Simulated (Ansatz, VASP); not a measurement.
**Two plane-wave programs on SiGe**

Contents of POSCAR:

```
SiGe
1.0
    3.9043776430      0.0000000000      0.0000000000
   -1.9521888215      3.3812902248      0.0000000000
    0.0000000000      0.0000000000      6.4536796672
Si Ge
2 2
Direct
    0.6666666667      0.3333333333      0.8744661518
    0.3333333333      0.6666666667      0.3744661518
    0.6666666667      0.3333333333      0.4772902939
    0.3333333333      0.6666666667     -0.0227097061
```

The input INCAR.step1:

```
SYSTEM = SiGe
PREC = Accurate
ENCUT = 520
ISMEAR = 0
SIGMA = 0.05
LREAL = .False.
LASPH = .True.
NELM = 80
NBANDS = 26
GGA = PE
ALGO = Normal
EDIFF = 1E-4
LWAVE = .True.
LCHARG = .False.
```

Contents of INCAR.step2:

```
SYSTEM = SiGe
PREC = Accurate
ENCUT = 520
EDIFF = 1E-6
ISMEAR = 0
SIGMA = 0.05
LREAL = .False.
LASPH = .True.
NELM = 80
ALGO = Normal
ISIF = 2
LWAVE = .False.
LCHARG = .False.
METAGGA = R2SCAN
LMIXTAU = .True.
NBANDS = 26
ISTART = 1
```

Contents of KPOINTS:

```
Automatic mesh
0
Gamma
  12 12 4
  0 0 0
```

Input for Ansatz:

```yaml
crystal:
  lattice:
    - [3.904377643, 0.0, 0.0]
    - [-1.9521888215, 3.3812902248, 0.0]
    - [0.0, 0.0, 6.4536796672]
  atoms:
    - { symbol: Si, position: [0.6666666667, 0.3333333333, 0.8744661518] }
    - { symbol: Si, position: [0.3333333333, 0.6666666667, 0.3744661518] }
    - { symbol: Ge, position: [0.6666666667, 0.3333333333, 0.4772902939] }
    - { symbol: Ge, position: [0.3333333333, 0.6666666667, -0.0227097061] }
basis:
  ecutwfc: 500
kpoints:
  mp_grid: { grid: [12, 12, 4] }
hamiltonian:
  xc: r2scan
scf:
  occupations: { method: gaussian, width: 0.05 }
output:
  forces: true
  stress: true
  eigenvalues: true
```

Change from the starting cell: all Ge atoms moved -0.150 Å, as atom 3 along Cartesian [0 0 1].

Alike in both runs: task single point; functional r2SCAN; k mesh 12 × 12 × 4; occupations gaussian, width 0.05 eV; no spin polarisation.

```csv
,VASP,Ansatz
version,VASP 6.6.1,Ansatz 0.2.0
potentials or method,"VASP PAW PBE potentials, release 64 (Si, Ge_d), cutoff 520 eV","scalar-relativistic, plane waves, PAW"
valence electrons in the cell,36,36
```

|  | VASP | Ansatz | Ansatz less VASP |
| --- | --- | --- | --- |
| pressure (GPa) | 0.7 | 0.8 | +0.05 |
| traceless stress, the component that is largest in VASP (GPa) | -4.54 | -4.53 | +0.014 |
| rms of the force components (eV/Å) | 0.871 | 0.869 | -0.0021 |

VASP's potentials were made for PBE, not for r2SCAN. Atom by atom the forces differ by 0.002 eV/Å (rms over components).
